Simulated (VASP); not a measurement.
LiBe, 2 atoms in the cell. The typed cell holds 2 atoms: a = 2.813 Å, b = 2.806 Å, c = 2.808 Å, α = 89.63°, β = 89.71°, γ = 89.12°. 

* Program: VASP 6.6.1
* Task: single point
* Functional: r2SCAN
* Potentials or basis: VASP PAW PBE potentials, release 64 (Li_sv, Be)
* Cutoff: 520 eV
* k mesh: 7 × 7 × 7
* Occupations: fermi-dirac, width 0.1 eV
* Spin: no spin polarisation
* Dipole correction: no
* Further INCAR settings: ALGO = Normal; EDIFF = 1e-06; NBANDS = 10

Potentials or basis: VASP PAW PBE potentials, release 64 (Li_sv, Be).

Command:

```console
$ cat potpaw_PBE.64/Li_sv/POTCAR potpaw_PBE.64/Be/POTCAR > POTCAR
$ cp INCAR.step1 INCAR
$ mpirun -np 1 vasp_std > vasp.out
$ cp INCAR.step2 INCAR
$ mpirun -np 1 vasp_std > vasp.out
```

Hardware: 1 thread of Intel Xeon 8259CL, with other jobs on the host.

Question: Estimate the wall time of this run.

Answer: Wall time 3.3 min on 1 thread of Intel Xeon 8259CL (shared host), peak memory 0.16 GiB. Counts: k points 172.
